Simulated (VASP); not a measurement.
# Ti (I4/mmm) in VASP: notebook

Runs on Ti. Level: PBEsol. Tasks: single point.

All numbers are computed with VASP 6.6.1; they aren't measurements. Logs are shortened: lines on timing, memory, paths and dates and some standing lists are left out, and cuts for length are marked.

**1. The cell of the first run**

It takes space group I4/mmm (No. 139, tetragonal). Conventional cell: a = 3.210 Å, b = 3.210 Å, c = 3.491 Å, α = 90.00°, β = 90.00°, γ = 90.00°. Within 3.8 Å of Ti (site symmetry 4/mmm) lie 14 Ti at 2.86 to 3.49 Å.

**2. Single point, PBEsol (strain +0.0875 x Voigt [1, 0, 0, 0, 0, 0])**

Contents of INCAR:

```
SYSTEM = Ti
  ALGO = Fast
  EDIFF = 1E-7
  ENCUT = 520
  GGA = PS
  ISIF = 2
  ISMEAR = 0
  LASPH = .True.
  LCHARG = .True.
  LELF = .True.
  LREAL = .False.
  LVHAR = .True.
  LWAVE = .False.
  NBANDS = 12
  NELM = 80
  PREC = Accurate
  SIGMA = 0.15
```

Contents of KPOINTS:

```
k-points
0
Gamma
  26 26 26
  0 0 0
```

Contents of POSCAR:

```
Ti
1.0
   -1.7455637184      1.6051160629      1.6051160629
    1.7455637184     -1.6051160629      1.6051160629
    1.7455637184      1.6051160629     -1.6051160629
Ti
1
Direct
    0.0000000000      0.0000000000      0.0000000000
```

Potentials or basis: VASP PAW PBE potentials, release 64 (Ti_sv).

On the command line:

```console
cat potpaw_PBE.64/Ti_sv/POTCAR > POTCAR
mpirun -np 1 vasp_std > vasp.out
```

OUTCAR:

```text
SYSTEM = Ti
   EDIFF = 1E-7
   ENCUT = 520
   GGA = PS
   ISIF = 2
   ISMEAR = 0
   LASPH = .True.
   LREAL = .False.
   NELM = 80
   PREC = Accurate

 ion  position               nearest neighbor table
   1  0.000  0.000  0.000-

  LATTYP: Found a body centered tetragonal cell.
 ALAT       =     3.2102321258
 C/A-ratio  =     1.0875000000

  Lattice vectors:

 A1 = (  -1.7455637184,   1.6051160629,  -1.6051160629)
 A2 = (  -1.7455637184,  -1.6051160629,   1.6051160629)
 A3 = (   1.7455637184,   1.6051160629,   1.6051160629)

Analysis of symmetry for initial positions (statically):
=====================================================================
 Subroutine PRICEL returns:
 Original cell was already a primitive cell.

 Routine SETGRP: Setting up the symmetry group for a
 body centered tetragonal supercell.

 Subroutine GETGRP returns: Found 16 space group operations
 (whereof 16 operations were pure point group operations)
 out of a pool of 16 trial point group operations.

The static configuration has the point symmetry D_4h.

Analysis of symmetry for dynamics (positions and initial velocities):
=====================================================================
 Subroutine PRICEL returns:
 Original cell was already a primitive cell.

 Routine SETGRP: Setting up the symmetry group for a
 body centered tetragonal supercell.

 Subroutine GETGRP returns: Found 16 space group operations
 (whereof 16 operations were pure point group operations)
 out of a pool of 16 trial point group operations.

The dynamic configuration has the point symmetry D_4h.

 Subroutine INISYM returns: Found 16 space group operations
 (whereof 16 operations are pure point group operations),
 and found     1 'primitive' translations

----------------------------------------------------------------------------------------

                                     Primitive cell

  volume of cell :      17.9891

  direct lattice vectors                    reciprocal lattice vectors
    -1.745563718  1.605116063  1.605116063     0.000000000  0.311503954  0.311503954
     1.745563718 -1.605116063  1.605116063     0.286440417  0.000000000  0.311503954
     1.745563718  1.605116063 -1.605116063     0.286440417  0.311503954  0.000000000

  length of vectors
[... 86 lines left out ...]
   ISIF   =      2    stress and relaxation
   ISYM   =      2    0-nonsym 1-usesym 2-fastsym
   POTIM  = 0.5000    time-step for ionic-motion
   TEBEG  =    0.0;   TEEND  =   0.0 temperature during run
   PSTRESS=    0.0 pullay stress
   NELECT =      12.0000    total number of electrons
   NUPDOWN=      -1.0000    fix difference up-down
   EMIN   =  10.00;   EMAX   =-10.00  energy-range for DOS
   EFERMI =   0.00;   METHOD = LEGACY
   ISMEAR =     0;   SIGMA  =   0.15  broadening in eV -4-tet -1-fermi 0-gaus
   EFERMI_NEDOS =   21; number of points for ismear=-14 and -15
   IALGO  =     68    algorithm
   IMIX   =      4    mixing-type and parameters
     AMIX     =   0.40;   BMIX     =  1.00
     AMIX_MAG =   1.60;   BMIX_MAG =  1.00
  volume/ion in A,a.u.               =      17.99       121.40
  Fermi-wavevector in a.u.,A,eV,Ry     =   1.430427  2.703115 27.839174  2.046122
  Thomas-Fermi vector in A             =   2.550273
   LORBIT       =      0    0 simple, 1 ext, 2 COOP (PROOUT), +10 PAW based schemes
   GGA     = PS    functional components
   LHFCALC =     F    Hartree Fock is set to
   AEXX    =    0.0000 exact exchange contribution
   IVDW    =     0    specifies the selected vdW correction
   LEPSILON=     F    determine dielectric tensor
   LRPA    =     F    only Hartree local field effects (RPA)
 non-spin polarized calculation
 RMM-DIIS sequential band-by-band and
 Gauss-broadening in eV      SIGMA  =   0.15
  energy-cutoff  :      520.00
  volume of cell :       17.99
 maximum number of plane-waves:       498
 NGX is ok and might be reduce to    24
   NGX = 11   NGY = 11   NGZ = 11

 number of electron      12.0000002 magnetization

 Free energy of the ion-electron system (eV)
  ---------------------------------------------------
  ext. energy  EPLUGINS =         0.00000000
  ---------------------------------------------------
  free energy    TOTEN  =        -8.21302586 eV

  energy without entropy =       -8.18469881  energy(sigma->0) =       -8.19886233

 E-fermi :   7.6191     XC(G=0): -11.4663

 val. band max:        7.6190451716   @ k =   0.3462  -0.2692   0.0769
 cond. band min:       7.6203418945   @ k =   0.4231  -0.3846   0.0385
 fundamental gap:      0.0012967229
 Fermi energy:         7.6191332443

 k-point     1 :       0.0000    0.0000    0.0000
  band No.  band energies     occupation
      1     -48.7809      2.00000
      2     -24.7722      2.00000
      3     -24.7722      2.00000
      4     -24.7649      2.00000
      5       1.7243      2.00000
      6       8.4017      0.00000
      7       8.4017      0.00000
      8       8.9301      0.00000
      9       9.8836      0.00000
     10      10.4907      0.00000
     11      23.9211      0.00000
     12      25.2714      0.00000
[... 331 lines left out ...]
 k-point    24 :       0.3462    0.0385    0.0000
  band No.  band energies     occupation
      1     -48.6793      2.00000
      2     -25.2711      2.00000
      3     -24.9467      2.00000
      4     -24.8043      2.00000
      5       4.9261      2.00000
      6       7.0449      2.00000
      7       8.1683      0.00000
      8      10.4596      0.00000
      9      10.6000      0.00000
     10      11.0374      0.00000
     11      18.4641      0.00000
     12      21.0425      0.00000

 [... further k-points ...]

------------------------ aborting loop because EDIFF is reached ----------------------------------------

  FORCE on cell =-STRESS in cart. coord.  units (eV):
  Direction    XX          YY          ZZ          XY          YZ          ZX
  --------------------------------------------------------------------------------------
  -------------------------------------------------------------------------------------
  Total       -0.7857463     -0.9854349     -0.9854349      0.0000000      0.0000000     -0.0000000
  in kB      -69.9816803    -87.7667342    -87.7667342      0.0000000      0.0000000     -0.0000000
  external PRESSURE =     -81.8383829 kB  Pullay stress =       0.0000000 kB

 VOLUME and BASIS-vectors are now :
 -----------------------------------------------------------------------------
  energy-cutoff  :      520.00
  volume of cell :       17.99
      direct lattice vectors                 reciprocal lattice vectors
    -1.745563718  1.605116063  1.605116063     0.000000000  0.311503954  0.311503954
     1.745563718 -1.605116063  1.605116063     0.286440417  0.000000000  0.311503954
     1.745563718  1.605116063 -1.605116063     0.286440417  0.311503954  0.000000000

 POSITION                                       TOTAL-FORCE (eV/Angst)
 -----------------------------------------------------------------------------------
      0.00000      0.00000      0.00000        -0.000000     -0.000000      0.000000
 -----------------------------------------------------------------------------------
    total drift:                                0.000000      0.000000      0.000000

  FREE ENERGIE OF THE ION-ELECTRON SYSTEM (eV)
  ---------------------------------------------------
  free  energy   TOTEN  =        -8.2130258595 eV

  energy  without entropy=       -8.1846988054  energy(sigma->0) =       -8.19886233
```

OSZICAR:

```text
N       E                     dE             d eps       ncg     rms          rms(c)
DAV:   1     0.855572177299E+02    0.85557E+02   -0.65430E+03 32024   0.119E+03
DAV:   2    -0.511035014131E+01   -0.90668E+02   -0.88305E+02 32556   0.295E+02
DAV:   3    -0.937384112729E+01   -0.42635E+01   -0.42122E+01 44800   0.650E+01
[... 18 lines left out ...]
RMM:  22    -0.821302531732E+01   -0.31299E-06   -0.26400E-06 32314   0.663E-03    0.163E-04
RMM:  23    -0.821302555729E+01   -0.23996E-06   -0.22948E-06 27912   0.465E-03    0.536E-05
RMM:  24    -0.821302568221E+01   -0.12493E-06   -0.11675E-06 25353   0.370E-03    0.111E-04
RMM:  25    -0.821302579263E+01   -0.11041E-06   -0.10406E-06 24459   0.312E-03    0.275E-05
RMM:  26    -0.821302585954E+01   -0.66913E-07   -0.65632E-07 22731   0.259E-03
   1 F= -.82130259E+01 E0= -.81988623E+01  d E =-.283271E-01
```

It took 10 min on 1 thread of Intel Xeon 8259CL, shared host; peak memory 0.38 GiB.

Results:

```
Free energy            : -8.2130 eV
Pressure               : -8.2 GPa
Band gap on the k mesh : zero (bands 6 and 7 overlap by 1.57 eV)
```

Stress tensor (GPa, compression positive):
```
-7.00  0.00  0.00
 0.00 -8.78  0.00
 0.00  0.00 -8.78
```

Caveat: the cell differs from its parent crystal (strain +0.0875 x Voigt [1, 0, 0, 0, 0, 0]); the cell stands under tension; the PAW data sets were made with another functional, which shifts forces and pressure a little.

**3. Single point, PBEsol (strain +0.1000 x Voigt [1, 0, 0, 0, 0, 0])**

Contents of INCAR:

```
ALGO     = Fast           # electronic algorithm
EDIFF    = 1E-6           # SCF threshold, eV
ENCUT    = 520            # plane-wave cutoff, eV
GGA      = PS             # functional
ISIF     = 2              # what is computed and relaxed
ISMEAR   = 0              # smearing method
LASPH    = T              # aspherical terms in the spheres
LCHARG   = F              # write CHGCAR
LREAL    = F              # projectors in reciprocal space
LWAVE    = F              # write WAVECAR
NBANDS   = 12             # bands
NELM     = 60             # most SCF steps
PREC     = Accurate       # precision mode
SIGMA    = 0.15           # smearing width, eV
```

Contents of KPOINTS:

```
k-points
0
Gamma
  26 26 26
```

Contents of POSCAR:

```
Ti
1.0
   -1.7656276692      1.6051160629      1.6051160629
    1.7656276692     -1.6051160629      1.6051160629
    1.7656276692      1.6051160629     -1.6051160629
Ti
1
Direct
    0.0000000000      0.0000000000      0.0000000000
```

Potentials or basis: VASP PAW PBE potentials, release 64 (Ti_sv).

On the command line:

```console
cat potpaw_PBE.64/Ti_sv/POTCAR > POTCAR
mpirun -np 1 vasp_std > vasp.out
```

OUTCAR:

```text
EDIFF = 1E-6
   ENCUT = 520
   GGA = PS
   ISIF = 2
   ISMEAR = 0
   LASPH = T
   LREAL = F
   NELM = 60
   PREC = Accurate

 ion  position               nearest neighbor table
   1  0.000  0.000  0.000-

  LATTYP: Found a body centered tetragonal cell.
 ALAT       =     3.2102321258
 C/A-ratio  =     1.1000000000

  Lattice vectors:

 A1 = (  -1.7656276692,   1.6051160629,  -1.6051160629)
 A2 = (  -1.7656276692,  -1.6051160629,   1.6051160629)
 A3 = (   1.7656276692,   1.6051160629,   1.6051160629)

[... 541 lines left out ...]
 [... further k-points ...]

------------------------ aborting loop because EDIFF is reached ----------------------------------------

  FORCE on cell =-STRESS in cart. coord.  units (eV):
  Direction    XX          YY          ZZ          XY          YZ          ZX
  --------------------------------------------------------------------------------------
  -------------------------------------------------------------------------------------
  Total       -0.8781316     -1.1112025     -1.1112025      0.0000000      0.0000000     -0.0000000
  in kB      -77.3211271    -97.8434556    -97.8434556      0.0000000      0.0000000     -0.0000000
  external PRESSURE =     -91.0026794 kB  Pullay stress =       0.0000000 kB

 VOLUME and BASIS-vectors are now :
 -----------------------------------------------------------------------------
  energy-cutoff  :      520.00
  volume of cell :       18.20
      direct lattice vectors                 reciprocal lattice vectors
    -1.765627669  1.605116063  1.605116063     0.000000000  0.311503954  0.311503954
     1.765627669 -1.605116063  1.605116063     0.283185413  0.000000000  0.311503954
     1.765627669  1.605116063 -1.605116063     0.283185413  0.311503954  0.000000000

 POSITION                                       TOTAL-FORCE (eV/Angst)
 -----------------------------------------------------------------------------------
      0.00000      0.00000      0.00000         0.000000     -0.000000     -0.000000
 -----------------------------------------------------------------------------------
    total drift:                               -0.000000      0.000000      0.000000

  FREE ENERGIE OF THE ION-ELECTRON SYSTEM (eV)
  ---------------------------------------------------
  free  energy   TOTEN  =        -8.2036120911 eV

  energy  without entropy=       -8.1747612192  energy(sigma->0) =       -8.18918666
```

OSZICAR:

```text
N       E                     dE             d eps       ncg     rms          rms(c)
DAV:   1     0.864558924429E+02    0.86456E+02   -0.65497E+03 31984   0.119E+03
DAV:   2    -0.512956859764E+01   -0.91585E+02   -0.89252E+02 32696   0.296E+02
DAV:   3    -0.938357951842E+01   -0.42540E+01   -0.42050E+01 44628   0.652E+01
[... 12 lines left out ...]
RMM:  16    -0.820360517833E+01   -0.60563E-05   -0.80775E-05 44887   0.599E-02    0.341E-02
RMM:  17    -0.820360759509E+01   -0.24168E-05   -0.41126E-05 41091   0.456E-02    0.173E-02
RMM:  18    -0.820360984659E+01   -0.22515E-05   -0.23413E-05 36281   0.303E-02    0.826E-03
RMM:  19    -0.820361123455E+01   -0.13880E-05   -0.12881E-05 33890   0.233E-02    0.127E-03
RMM:  20    -0.820361209111E+01   -0.85656E-06   -0.78727E-06 28033   0.136E-02
   1 F= -.82036121E+01 E0= -.81891867E+01  d E =-.288509E-01
```

Wall time 9.7 min (1 thread of Intel Xeon 8259CL, shared host); peak memory 0.38 GiB.

What came out:

- Free energy: -8.2036 eV
- Pressure: -9.1 GPa
- Band gap on the k mesh: zero (bands 6 and 7 overlap by 1.55 eV)

Stress tensor (GPa, compression positive):
```
-7.73  0.00  0.00
 0.00 -9.78  0.00
 0.00  0.00 -9.78
```

Levels at points of the mesh, in eV from the Fermi level:
```
           k point  band 2  band 3  band 4  band 5  band 6  band 7  band 8  band 9  band 10  band 11
(0.00, 0.00, 0.00)  -32.44  -32.44  -32.43   -5.87    0.76    0.76    1.34    2.18     2.85    16.13
(0.50, 0.00, 0.00)  -33.01  -32.64  -32.47   -2.37   -0.85    1.42    2.99    3.11     4.05     8.72
(0.00, 0.50, 0.00)  -33.02  -32.60  -32.43   -2.38   -0.11    0.82    2.11    2.99     3.93     8.05
(0.50, 0.50, 0.50)  -32.90  -32.80  -32.80   -2.10   -1.85    3.57    3.73    3.73     6.30     8.86
```

Caveat: the cell differs from its parent crystal (strain +0.1000 x Voigt [1, 0, 0, 0, 0, 0]); the cell stands under tension; the PAW data sets were made with another functional, which shifts forces and pressure a little.
